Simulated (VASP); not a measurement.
Input of a VASP 6.6.1 run:

The input POSCAR:

```
PbS
1.0
    2.1119725129      1.2193478988      3.8649666667
   -2.1119725129      1.2193478988      3.8649666667
    0.0000000000     -2.4386957977      3.8649666667
Pb S
1 1
Direct
    0.9781509158      0.9781509158      0.9781509158
    0.4774504142      0.4774504142      0.4774504142
```

Contents of INCAR.step1:

```
  PREC = Accurate
  ENCUT = 520
  ISMEAR = 0
  SIGMA = 0.05
  LREAL = F
  LASPH = T
  NELM = 60
  NBANDS = 17
  GGA = PE
  ALGO = Normal
  EDIFF = 1E-4
  LWAVE = T
  LCHARG = F
```

Contents of INCAR.step2:

```
  PREC = Accurate
  ENCUT = 520
  EDIFF = 1E-6
  ISMEAR = 0
  SIGMA = 0.05
  LREAL = F
  LASPH = T
  NELM = 60
  ALGO = Normal
  ISIF = 2
  LWAVE = F
  LCHARG = F
  METAGGA = R2SCAN
  LMIXTAU = T
  NBANDS = 17
  ISTART = 1
```

File KPOINTS:

```
regular mesh
0
Gamma
  9 9 9
```

Potentials or basis: VASP PAW PBE potentials, release 64 (Pb_d, S).

Run with:

```sh
$ cat potpaw_PBE.64/Pb_d/POTCAR potpaw_PBE.64/S/POTCAR > POTCAR
$ cp INCAR.step1 INCAR
$ mpirun -np 1 vasp_std > vasp.out
$ cp INCAR.step2 INCAR
$ mpirun -np 1 vasp_std > vasp.out
```

Question: Estimate the largest force.

Answer: 0.016 eV/Å.

Question: Estimate the pressure.

Answer: -5.3 GPa.

Stress tensor (GPa, compression positive):
```
-3.49  0.00  0.00
 0.00 -3.49  0.00
 0.00  0.00 -9.07
```

Caveat: the cell stands under tension; the PAW data sets were made with another functional, which shifts forces and pressure a little.
